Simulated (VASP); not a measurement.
Write the native input for VASP 6.6.1 that does the following.

| Item | Value |
| --- | --- |
| Task | single point |
| Functional | PBE |
| Potentials or basis | VASP PAW PBE potentials, release 64 (Ru_pv) |
| Cutoff | 520 eV |
| k mesh | 22 × 22 × 22 |
| Occupations | gaussian, width 0.15 eV |
| Spin | no spin polarisation |
| Dipole correction | no |
| Further INCAR settings | ALGO = Fast; EDIFF = 1e-06; NBANDS = 13 |

The structure of Ru lies in POSCAR:

```
Ru
1.0
    0.0000000000      2.1473323395      1.4595417912
    2.1473323395      0.0000000000      1.4595417912
    2.1473323395      2.1473323395      0.0000000000
Ru
1
Direct
    0.0000000000      0.0000000000      0.0000000000
```

The input as run:

INCAR

```
SYSTEM = Ru
ALGO = Fast
EDIFF = 1E-6
ENCUT = 520
GGA = PE
ISIF = 2
ISMEAR = 0
LASPH = .True.
LCHARG = .True.
LELF = .True.
LREAL = .False.
LVHAR = .True.
LWAVE = .False.
NBANDS = 13
NELM = 100
PREC = Accurate
SIGMA = 0.15
```

KPOINTS

```
k-points
0
Gamma
  22 22 22
  0 0 0
```

Potentials or basis: VASP PAW PBE potentials, release 64 (Ru_pv).

Command:

```console
$ cat potpaw_PBE.64/Ru_pv/POTCAR > POTCAR
$ mpirun -np 1 vasp_std > vasp.out
```

It gave:

```yaml
Pressure: 17.7 GPa
Band_gap_on_the_k_mesh: zero (bands 7 and 8 overlap by 3.84 eV)
```

Caveat: the cell stands under pressure.

Run time: 57 s on 1 thread of Intel(R) Xeon(R) 6975P-C (Granite Rapids), on a shared host, peak memory 0.24 GiB.
